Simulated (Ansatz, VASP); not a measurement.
**GaAs: VASP beside Ansatz**

POSCAR

```
GaAs
1.0
    2.8334300943      2.8334300943      0.0000000000
   -2.8334300943      2.8334300943      0.0000000000
    0.0000000000      2.8334300943      2.8334300943
Ga As
1 1
Direct
    0.0000000000      0.0000000000      0.0000000000
    0.7500000000      0.2500000000      0.5000000000
```

Contents of INCAR.step1:

```
  PREC = Accurate
  ENCUT = 520
  ISMEAR = 0
  SIGMA = 0.01
  LREAL = F
  LASPH = T
  NELM = 80
  NBANDS = 16
  GGA = PE
  ALGO = Normal
  EDIFF = 1E-4
  LWAVE = T
  LCHARG = F
```

The input INCAR.step2:

```
  PREC = Accurate
  ENCUT = 520
  EDIFF = 1E-6
  ISMEAR = 0
  SIGMA = 0.01
  LREAL = F
  LASPH = T
  NELM = 80
  ALGO = Normal
  ISIF = 2
  LWAVE = F
  LCHARG = F
  METAGGA = R2SCAN
  LMIXTAU = T
  NBANDS = 16
  ISTART = 1
```

File KPOINTS:

```
regular mesh
0
Gamma
  8 8 8
```

Input for Ansatz:

```yaml
crystal:
  lattice:
    - [2.83343009428, 2.83343009428, 0.0]
    - [-2.83343009428, 2.83343009428, 0.0]
    - [0.0, 2.83343009428, 2.83343009428]
  atoms:
    - { symbol: Ga, position: [0.0, 0.0, 0.0] }
    - { symbol: As, position: [0.75, 0.25, 0.5] }
kpoints:
  mp_grid: { grid: [8, 8, 8] }
scf:
  occupations: { method: fixed }
  convergence: { dr2_threshold: 1.0e-10 }
hamiltonian:
  xc: r2scan
  pseudopotentials: { kind: paw }
output:
  forces: true
  stress: true
  eigenstates:
    kpoints:
      - [0.0, 0.0, 0.0]
      - [0.5, 0.0, 0.0]
      - [0.0, 0.5, 0.5]
      - [0.0, -0.5, 0.0]
      - [0.5, 0.0, 0.5]
      - [0.424193978, -0.424193978, 0.0]
      - [0.424193978, 0.424193978, 0.424193978]
      - [0.0, 0.0, 0.424193978]
      - [-0.5, -0.5, -0.5]
      - [-0.5, 0.5, 0.0]
      - [0.0, 0.0, -0.5]
  eigenvalues: true
```

Change from the starting cell: unstrained.

Alike in both runs: task single point; functional r2SCAN; k mesh 8 × 8 × 8; no spin polarisation.

```csv
,VASP,Ansatz
version,VASP 6.6.1,Ansatz 0.2.0
potentials or method,"VASP PAW PBE potentials, release 64 (Ga_d, As)","PAW with Ansatz's default frozen-core files, scalar-relativistic"
plane-wave cutoff (eV),520,500
occupations,"gaussian, width 0.01 eV",fixed
valence electrons in the cell,18,28
```

|  | VASP | Ansatz | Ansatz less VASP |
| --- | --- | --- | --- |
| gap on the k mesh at the Fermi level (eV) | 0.94 | 0.96 | +0.019 |
| pressure (GPa) | 0.1 | 0.0 | -0.12 |

VASP's potentials were made for PBE, not for r2SCAN. VASP's potentials hold 18 valence electrons a cell and Ansatz's 28, so a difference there can come from the potentials and not from the codes.
